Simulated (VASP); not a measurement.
# Pt (Fm-3m) in VASP: single point with PBE

Aim: the single point of Pt with PBE.

Program: VASP 6.6.1. These are calculated values, not measurements. Logs are shortened: lines on timing, memory, paths and dates and some standing lists are left out, and cuts for length are marked.

### 1 The cell of the first run

The structure is cubic, space group Fm-3m (No. 225). The conventional cell has a = 3.970 Å, b = 3.970 Å, c = 3.970 Å, α = 90.00°, β = 90.00°, γ = 90.00°. Within 3.7 Å of Pt (site symmetry m-3m) lie 12 Pt at 2.81 Å.

### 2 Single point, PBE

File INCAR:

```
SYSTEM = Pt
PREC     = Accurate       ! precision mode
ENCUT    = 520            ! plane-wave cutoff, eV
EDIFF    = 1E-6           ! SCF threshold, eV
ISMEAR   = 0              ! smearing method
SIGMA    = 0.1            ! smearing width, eV
LREAL    = .FALSE.        ! projectors in reciprocal space
LASPH    = .TRUE.         ! aspherical terms in the spheres
NELM     = 60             ! most SCF steps
ALGO     = Normal         ! electronic algorithm
ISIF     = 2              ! what is computed and relaxed
LWAVE    = .FALSE.        ! write WAVECAR
LCHARG   = .FALSE.        ! write CHGCAR
GGA      = PE             ! functional
ISYM     = 0            
NBANDS   = 11             ! bands
```

File KPOINTS:

```
regular mesh
0
G
  12 12 15
  0 0 0
```

File POSCAR:

```
Pt
1.0
    2.8072945026      0.0000000000      0.0000000000
   -1.4036472513      2.4311883552      0.0000000000
    1.4036472513      0.8103961184      2.2921463630
Pt
1
Direct
    0.0000000000      0.0000000000      0.0000000000
```

Potentials or basis: VASP PAW PBE potentials, release 64 (Pt).

Command:

```sh
cat potpaw_PBE.64/Pt/POTCAR > POTCAR
mpirun -np 1 vasp_std > vasp.out
```

OUTCAR:

```text
SYSTEM = Pt
   PREC = Accurate
   ENCUT = 520
   EDIFF = 1E-6
   ISMEAR = 0
   LREAL = .FALSE.
   LASPH = .TRUE.
   NELM = 60
   ISIF = 2
   GGA = PE
   ISYM = 0

 ion  position               nearest neighbor table
   1  0.000  0.000  0.000-

IMPORTANT INFORMATION: All symmetrisations will be switched off!
NOSYMM: (Re-)initialisation of all symmetry stuff for point group C_1.

----------------------------------------------------------------------------------------

                                     Primitive cell

  volume of cell :      15.6440

  direct lattice vectors                    reciprocal lattice vectors
     2.807294503  0.000000000  0.000000000     0.356214854  0.205660742 -0.290848210
    -1.403647251  2.431188355  0.000000000     0.000000000  0.411321483 -0.145424105
     1.403647251  0.810396118  2.292146363     0.000000000  0.000000000  0.436272315

  length of vectors
     2.807294503  2.807294503  2.807294503     0.503763877  0.436272315  0.436272315

  position of ions in fractional coordinates (direct lattice)
     0.000000000  0.000000000  0.000000000

  ion indices of the primitive-cell ions
   primitive index   ion index
                 1           1

----------------------------------------------------------------------------------------

 KPOINTS: regular mesh

Automatic generation of k-mesh.
 Grid dimensions read from file:
 generate k-points for:   12   12   15

 Generating k-lattice:

  Cartesian coordinates                     Fractional coordinates (reciprocal lattice)
     0.029684571  0.017138395 -0.024237351     0.083333333  0.000000000  0.000000000
     0.000000000  0.034276790 -0.012118675     0.000000000  0.083333333  0.000000000
     0.000000000  0.000000000  0.029084821     0.000000000  0.000000000  0.066666667

  Length of vectors
     0.041980323  0.036356026  0.029084821

  Shift w.r.t. Gamma in fractional coordinates (k-lattice)
     0.000000000  0.000000000  0.000000000

 -----------------------------------------------------------------------------
|                                                                             |
|           W    W    AA    RRRRR   N    N  II  N    N   GGGG   !!!           |
|           W    W   A  A   R    R  NN   N  II  NN   N  G    G  !!!           |
|           W    W  A    A  R    R  N N  N  II  N N  N  G       !!!           |
|           W WW W  AAAAAA  RRRRR   N  N N  II  N  N N  G  GGG   !            |
|           WW  WW  A    A  R   R   N   NN  II  N   NN  G    G                |
|           W    W  A    A  R    R  N    N  II  N    N   GGGG   !!!           |
[... 74 lines left out ...]
   PSTRESS=    0.0 pullay stress
   NELECT =      10.0000    total number of electrons
   NUPDOWN=      -1.0000    fix difference up-down
   EMIN   =  10.00;   EMAX   =-10.00  energy-range for DOS
   EFERMI =   0.00;   METHOD = LEGACY
   ISMEAR =     0;   SIGMA  =   0.10  broadening in eV -4-tet -1-fermi 0-gaus
   EFERMI_NEDOS =   21; number of points for ismear=-14 and -15
   IALGO  =     38    algorithm
   IMIX   =      4    mixing-type and parameters
     AMIX     =   0.40;   BMIX     =  1.00
     AMIX_MAG =   1.60;   BMIX_MAG =  1.00
  volume/ion in A,a.u.               =      15.64       105.57
  Fermi-wavevector in a.u.,A,eV,Ry     =   1.410236  2.664960 27.058806  1.988766
  Thomas-Fermi vector in A             =   2.532211
   LORBIT       =      0    0 simple, 1 ext, 2 COOP (PROOUT), +10 PAW based schemes
   GGA     = PE    functional components
   LHFCALC =     F    Hartree Fock is set to
   AEXX    =    0.0000 exact exchange contribution
   IVDW    =     0    specifies the selected vdW correction
   LEPSILON=     F    determine dielectric tensor
   LRPA    =     F    only Hartree local field effects (RPA)
 non-spin polarized calculation
 Gauss-broadening in eV      SIGMA  =   0.10
  energy-cutoff  :      520.00
  volume of cell :       15.64
 maximum number of plane-waves:       444
 NGX is ok and might be reduce to    24
   NGX = 11   NGY = 11   NGZ = 11

 number of electron      10.0000002 magnetization

 Free energy of the ion-electron system (eV)
  ---------------------------------------------------
  ext. energy  EPLUGINS =         0.00000000
  ---------------------------------------------------
  free energy    TOTEN  =        -6.10346181 eV

  energy without entropy =       -6.09340421  energy(sigma->0) =       -6.09843301

 E-fermi :  10.5801     XC(G=0): -13.2701

 val. band max:       10.5797989826   @ k =   0.0000   0.4167   0.0667
 cond. band min:      10.5826135822   @ k =  -0.4167   0.1667   0.3333
 fundamental gap:      0.0028145996
 Fermi energy:        10.5800826199

 k-point     1 :       0.0000    0.0000    0.0000
  band No.  band energies     occupation
      1       0.7636      2.00000
      2       7.0082      2.00000
      3       7.0087      2.00000
      4       7.0102      2.00000
      5       9.0372      2.00000
      6       9.0390      2.00000
      7      25.3083      0.00000
      8      30.0666      0.00000
      9      30.0691      0.00000
     10      30.0696      0.00000
     11      35.2786      0.00000
[... 309 lines left out ...]
 k-point    24 :       0.3333    0.1667   -0.0000
  band No.  band energies     occupation
      1       4.4196      2.00000
      2       4.9738      2.00000
      3       8.3513      2.00000
      4       9.4900      2.00000
      5      10.8057      0.00142
      6      13.5323      0.00000
      7      18.8666      0.00000
      8      22.6314      0.00000
      9      23.9710      0.00000
     10      30.5379      0.00000
     11      34.2742      0.00000

 [... further k-points ...]

------------------------ aborting loop because EDIFF is reached ----------------------------------------

  FORCE on cell =-STRESS in cart. coord.  units (eV):
  Direction    XX          YY          ZZ          XY          YZ          ZX
  --------------------------------------------------------------------------------------
  -------------------------------------------------------------------------------------
  Total       -0.0523256     -0.0502406     -0.0207192     -0.0018027      0.0005055      0.0008757
  in kB       -5.3589049     -5.1453670     -2.1219434     -0.1846268      0.0517677      0.0896832
  external PRESSURE =      -4.2087384 kB  Pullay stress =       0.0000000 kB

 VOLUME and BASIS-vectors are now :
 -----------------------------------------------------------------------------
  energy-cutoff  :      520.00
  volume of cell :       15.64
      direct lattice vectors                 reciprocal lattice vectors
     2.807294503  0.000000000  0.000000000     0.356214854  0.205660742 -0.290848210
    -1.403647251  2.431188355  0.000000000     0.000000000  0.411321483 -0.145424105
     1.403647251  0.810396118  2.292146363     0.000000000  0.000000000  0.436272315

 POSITION                                       TOTAL-FORCE (eV/Angst)
 -----------------------------------------------------------------------------------
      0.00000      0.00000      0.00000         0.000000      0.000000      0.000000
 -----------------------------------------------------------------------------------
    total drift:                                0.000000      0.000000      0.000000

  FREE ENERGIE OF THE ION-ELECTRON SYSTEM (eV)
  ---------------------------------------------------
  free  energy   TOTEN  =        -6.1034618119 eV

  energy  without entropy=       -6.0934042139  energy(sigma->0) =       -6.09843301
```

OSZICAR:

```text
N       E                     dE             d eps       ncg     rms          rms(c)
DAV:   1     0.396654036757E+02    0.39665E+02   -0.53311E+03 24303   0.842E+02
DAV:   2    -0.587241425302E+01   -0.45538E+02   -0.43540E+02 27124   0.175E+02
DAV:   3    -0.647885985189E+01   -0.60645E+00   -0.60215E+00 27853   0.193E+01
DAV:   4    -0.648125384904E+01   -0.23940E-02   -0.23938E-02 27361   0.143E+00
DAV:   5    -0.648127361230E+01   -0.19763E-04   -0.19762E-04 27989   0.121E-01    0.116E+01
DAV:   6    -0.614019573558E+01    0.34108E+00   -0.82063E-01 25448   0.713E+00    0.613E+00
DAV:   7    -0.610659846992E+01    0.33597E-01   -0.12708E-01 27386   0.272E+00    0.248E+00
DAV:   8    -0.610363018218E+01    0.29683E-02   -0.48143E-03 25799   0.590E-01    0.519E-01
DAV:   9    -0.610345834999E+01    0.17183E-03   -0.12994E-04 26621   0.992E-02    0.363E-02
DAV:  10    -0.610346201009E+01   -0.36601E-05   -0.34001E-06 28976   0.141E-02    0.760E-03
DAV:  11    -0.610346181189E+01    0.19820E-06   -0.31673E-08 14305   0.167E-03
   1 F= -.61034618E+01 E0= -.60984330E+01  d E =-.100576E-01
```

Wall time 5.8 min (1 thread of AMD EPYC, shared host); peak memory 0.27 GiB.

What came out:

```yaml
Free_energy: -6.1035 eV
Pressure: -0.4 GPa
Band_gap_on_the_k_mesh: zero (bands 5 and 6 overlap by 2.09 eV)
```

Caveat: spin-orbit coupling is left out, which moves the levels of the heavy elements.
